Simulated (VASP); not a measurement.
A run of VASP 6.6.1 is set up as follows.

Contents of INCAR:

```
SYSTEM = MgO
PREC     = Accurate       ! precision mode
ENCUT    = 840            ! plane-wave cutoff, eV
EDIFF    = 1E-6           ! SCF threshold, eV
ISMEAR   = 0              ! smearing method
SIGMA    = 0.1            ! smearing width, eV
LREAL    = .FALSE.        ! projectors in reciprocal space
LASPH    = .TRUE.         ! aspherical terms in the spheres
NELM     = 200            ! most SCF steps
ALGO     = Normal         ! electronic algorithm
ISIF     = 2              ! what is computed and relaxed
LWAVE    = .FALSE.        ! write WAVECAR
LCHARG   = .FALSE.        ! write CHGCAR
LDAU     = .TRUE.         ! DFT+U
LDAUTYPE = 2            
LDAUL    = -1 1           ! shell
LDAUU    = 0 8.2          ! U, eV
LDAUJ    = 0 0          
LDAUPRINT= 1            
GGA      = PE             ! functional
IVDW     = 12             ! dispersion correction
NBANDS   = 15             ! bands
GGA_COMPAT= .FALSE.
```

Contents of KPOINTS:

```
regular mesh
0
G
  6 6 6
  0 0 0
```

POSCAR

```
MgO
1.0
    2.9380209034      0.0000000000      0.0000000000
   -1.4690104517      2.5444007392      0.0000000000
    0.0000000000      0.0000000000      2.6796800000
Mg O
1 1
Direct
    0.0000000000      0.0000000000      0.0000000000
    0.3333333333      0.6666666667      0.5000000000
```

Potentials or basis: VASP PAW PBE potentials, release 64 (Mg_sv, O).

Launch:

```bash
$ cat potpaw_PBE.64/Mg_sv/POTCAR potpaw_PBE.64/O/POTCAR > POTCAR
$ mpirun -np 1 vasp_std > vasp.out
```

Q: Estimate the band gap on the k mesh.

A: 3.43 eV (least direct gap 3.81 eV).

Q: What does it give for the dispersion energy per atom?

A: -0.274 eV.

Q: Predict the pressure.

A: -8.3 GPa.

Stress tensor (GPa, compression positive):
```
-7.94  0.00  0.00
 0.00 -7.94  0.00
 0.00  0.00 -8.92
```

Caveat: the cell stands under tension. A k mesh can miss the band edges.
